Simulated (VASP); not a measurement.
**Ga: single point with PBE**

Ga:

```
Ga
1.0
    -1.91801    1.91801    2.71653
     1.91801   -1.91801    2.71653
     1.91801    1.91801   -2.71653
Ga
2
Direct
  0.24999 0.24999 0.00000
  0.75001 0.75001 0.00000
```

The cell was generated, and may not be a known phase.

```yaml
Program: VASP 6.6.1
Task: single point
Functional: PBE
Potentials_or_basis: VASP PAW PBE potentials, release 64 (Ga_d)
Cutoff: 520 eV
k_mesh: 8 × 8 × 8
Occupations: gaussian, width 0.1 eV
Spin: no spin polarisation
Dipole_correction: no
Further_INCAR_settings: ALGO = Normal; EDIFF = 1e-06; NBANDS = 20
```

```
Pressure               : 0.1 GPa
Band gap on the k mesh : zero (bands 13 and 14 overlap by 6.33 eV)
```

Stress tensor (GPa, compression positive):
```
 0.22  0.00  0.00
 0.00  0.22  0.00
 0.00  0.00 -0.05
```

Levels at points of the mesh, in eV from the Fermi level:
```
           k point  band 9  band 10  band 11  band 12  band 13  band 14  band 15  band 16  band 17  band 18
(0.00, 0.00, 0.00)  -14.57   -14.56   -10.69     2.52     2.52     2.54     3.69     8.09     8.10     8.10
(0.50, 0.00, 0.00)  -14.85   -14.85    -6.88    -6.88     3.36     3.36     3.38     3.38     5.19     5.19
(0.50, 0.50, 0.00)  -14.70   -14.57    -6.31    -4.22    -1.76    -0.79    -0.77     4.11    12.27    12.33
(0.50, 0.50, 0.50)  -14.70   -14.57    -6.33    -4.22    -1.73    -0.77    -0.77     4.12    12.31    12.31
```

It took 34 s on 1 thread of Intel(R) Xeon(R) Platinum 8259CL CPU @ 2.50GHz (Skylake/Cascade Lake), with other jobs on the host, peak memory 0.19 GiB.
